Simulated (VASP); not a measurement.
Sn8O16F (a cell with a defect): relaxation of the atoms with PBE

The system is Sn8O16F (a cell with a defect).

```
CELL_PARAMETERS angstrom
4.82746 4.82746 0.00000
-4.82746 4.82746 0.00000
0.00000 0.00000 6.47591
ATOMIC_POSITIONS crystal
Sn 0.00000 0.50000 0.25000
Sn 0.50000 0.00000 0.25000
Sn 0.00000 0.00000 0.00000
Sn 0.50000 0.50000 0.00000
Sn 0.00000 0.50000 0.75000
Sn 0.50000 0.00000 0.75000
Sn 0.99304 0.00417 0.50054
Sn 0.50961 0.49700 0.50612
O 0.99247 0.80904 0.25366
O 0.50000 0.30660 0.25000
O 0.00000 0.19340 0.25000
O 0.49595 0.69107 0.25510
O 0.30660 0.00000 0.00000
O 0.80614 0.49645 0.99521
O 0.19340 0.50000 0.00000
O 0.69210 0.00615 0.99567
O 0.99147 0.81381 0.74516
O 0.50000 0.30660 0.75000
O 0.00000 0.19340 0.75000
O 0.50998 0.68270 0.75209
O 0.30294 0.00914 0.49385
O 0.81931 0.51697 0.50616
O 0.19968 0.48745 0.49373
O 0.68729 0.98606 0.50270
F 0.25000 0.25000 0.87500
```

```json
{
  "Program": "VASP 6.6.1",
  "Task": "relaxation of the atoms",
  "Functional": "PBE",
  "Potentials or basis": "VASP PAW PBE potentials, release 64 (Sn_d, O, F)",
  "Cutoff": "520 eV",
  "k mesh": "1 × 1 × 1",
  "Occupations": "fermi-dirac, width 0.01 eV",
  "Spin": "no spin polarisation",
  "Dipole correction": "no",
  "Charge": "-1",
  "Further INCAR settings": "LREAL = Auto; ALGO = Normal; EDIFF = 1e-06; IBRION = 2; EDIFFG = -0.02; NSW = 90; NELECT = 216.0"
}
```

The energy gained by relaxing is 153.0 meV/atom. The ionic steps are 22. The largest force after relaxing is 0.015 eV/Å.

Forces in eV/Å, atoms in the order of the input:
```
Sn  -0.003  0.001  0.004
Sn   0.003 -0.004  0.003
Sn  -0.007  0.001 -0.001
Sn   0.000  0.007 -0.011
Sn   0.002 -0.002  0.004
Sn   0.004 -0.002 -0.003
Sn  -0.005  0.004  0.009
Sn   0.000 -0.001  0.001
O    0.003 -0.001 -0.002
O    0.001 -0.004  0.010
O   -0.001 -0.004  0.008
O    0.002  0.007  0.001
O    0.001 -0.003  0.005
O   -0.004 -0.002  0.002
O   -0.002  0.006  0.004
O    0.004  0.002  0.005
O   -0.005 -0.004 -0.004
O    0.006 -0.005 -0.001
O   -0.004 -0.003 -0.004
O    0.003 -0.002 -0.006
O    0.011  0.004 -0.007
O    0.006 -0.009  0.000
O   -0.012  0.002 -0.009
O   -0.004  0.009  0.000
F    0.001  0.003 -0.006
```

Step by step:
```tsv
step	energy change (eV)	largest force (eV/Å)	pressure (GPa)
1	0.0000	3.8347	19.49
2	-2.2456	2.0645	14.06
3	-2.5053	3.0098	12.58
4	-3.4637	1.3512	8.37
5	-3.4809	1.0548	8.44
6	-3.7009	0.6874	8.33
7	-3.7086	0.4817	8.28
8	-3.7829	0.2657	8.29
9	-3.7877	0.4015	8.31
10	-3.8086	0.2059	8.24
11	-3.8088	0.1624	8.24
12	-3.8174	0.1230	8.16
13	-3.8174	0.1230	8.16
14	-3.8220	0.0847	8.15
15	-3.8225	0.1458	8.13
16	-3.8248	0.0524	8.13
17	-3.8248	0.0484	8.13
18	-3.8255	0.0314	8.13
19	-3.8255	0.0329	8.13
20	-3.8257	0.0340	8.13
21	-3.8257	0.0379	8.13
22	-3.8259	0.0150	8.14
```

Final structure:
```xyz
25
Lattice="4.8275 4.8275 0.0000 -4.8275 4.8275 0.0000 0.0000 0.0000 6.4759" Properties=species:S:1:pos:R:3 pbc="T T T"
Sn   -2.4366    2.4662    1.6387
Sn   -2.3907    7.1885    1.6380
Sn    0.0135    0.0551    6.4318
Sn   -0.0135    4.7713    6.4335
Sn   -2.3572    2.4019    4.9007
Sn    2.3603    2.4261    4.8994
Sn    4.7752    4.8035    3.2172
Sn    0.0535    4.8510    3.2187
O     0.8340    8.7099    1.6294
O     0.9064    3.8196    1.5817
O    -0.9033    1.0104    1.5810
O    -0.8372    5.7694    1.6307
O    -3.0270    6.0332    0.0792
O     1.4983    6.2954    0.0308
O    -1.8053    3.6271    0.0824
O     3.3312    3.3580    0.0303
O    -3.8758    3.9179    4.8248
O     1.2107    4.2138    4.7762
O     3.6162    5.4377    4.7746
O    -0.9483    5.7388    4.8261
O     1.3975    1.5159    3.2745
O     1.4622    6.4141    3.2280
O    -1.3958    3.3104    3.2749
O    -1.4620    8.0684    3.2268
F    -0.0063    2.4144    5.6717
```

Levels at points of the mesh, in eV from the Fermi level:
```
           k point  band 104  band 105  band 106  band 107  band 108  band 109  band 110  band 111  band 112  band 113
(0.00, 0.00, 0.00)     -1.01     -1.00     -0.49     -0.26     -0.25      0.27      3.61      3.62      4.04      4.04
```

Wall time 23 min on 1 thread of Intel(R) Xeon(R) Platinum 8259CL CPU @ 2.50GHz (Skylake/Cascade Lake), on a shared host, peak memory 0.39 GiB.

Caveat: the k points lie up to 0.97 Å⁻¹ apart; the cell carries a net charge on a neutralising background, which shifts energy and pressure; the cell is charged against a uniform background, so pressure and absolute levels hang on convention; spin-orbit coupling is left out, which moves the levels of the heavy elements.
